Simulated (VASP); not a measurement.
A run of VASP 6.6.1 is set up as follows.

The input POSCAR:

```
NaH
1.0
    0.0000000000      2.5969210608      2.5969210608
    2.5969210608      0.0000000000      2.5969210608
    2.5969210608      2.5969210608      0.0000000000
Na H
1 1
Direct
    0.0000000000      0.0000000000      0.0000000000
    0.2500000000      0.2500000000      0.2500000000
```

File INCAR.step1:

```
PREC     = Accurate       # precision mode
ENCUT    = 520            # plane-wave cutoff, eV
EDIFF    = 1E-5           # SCF threshold, eV
ISMEAR   = 0              # smearing method
SIGMA    = 0.01           # smearing width, eV
LREAL    = F              # projectors in reciprocal space
LASPH    = T              # aspherical terms in the spheres
NELM     = 60             # most SCF steps
ALGO     = Normal         # electronic algorithm
ISIF     = 2              # what is computed and relaxed
LWAVE    = T              # write WAVECAR
LCHARG   = F              # write CHGCAR
GGA      = PE             # functional
NBANDS   = 11             # bands
```

File INCAR.step2:

```
PREC     = Accurate       # precision mode
ENCUT    = 520            # plane-wave cutoff, eV
EDIFF    = 1E-7           # SCF threshold, eV
ISMEAR   = 0              # smearing method
SIGMA    = 0.01           # smearing width, eV
LREAL    = F              # projectors in reciprocal space
LASPH    = T              # aspherical terms in the spheres
NELM     = 60             # most SCF steps
ALGO     = Normal         # electronic algorithm
ISIF     = 2              # what is computed and relaxed
LWAVE    = F              # write WAVECAR
LCHARG   = F              # write CHGCAR
METAGGA  = R2SCAN         # meta-GGA
LHFCALC  = T              # exact exchange
AEXX     = 0.1            # exact-exchange fraction
LMIXTAU  = T            
PRECFOCK = Normal       
ISTART   = 1            
NBANDS   = 11             # bands
```

The input KPOINTS:

```
regular mesh
0
Gamma
  6 6 6
```

Potentials or basis: VASP PAW PBE potentials, release 64 (Na_pv, H).

Command:

```sh
$ cat potpaw_PBE.64/Na_pv/POTCAR potpaw_PBE.64/H/POTCAR > POTCAR
$ cp INCAR.step1 INCAR
$ mpirun -np 1 vasp_std > vasp.out
$ cp INCAR.step2 INCAR
$ mpirun -np 1 vasp_std > vasp.out
```

Problem. What does it give for the pressure?

Solution. -0.2 GPa.

Problem. Estimate the band gap on the k mesh.

Solution. 4.68 eV, indirect (least direct gap 5.38 eV).

Caveat: the PAW data sets were made with another functional, which shifts forces and pressure a little. A k mesh can miss the band edges.
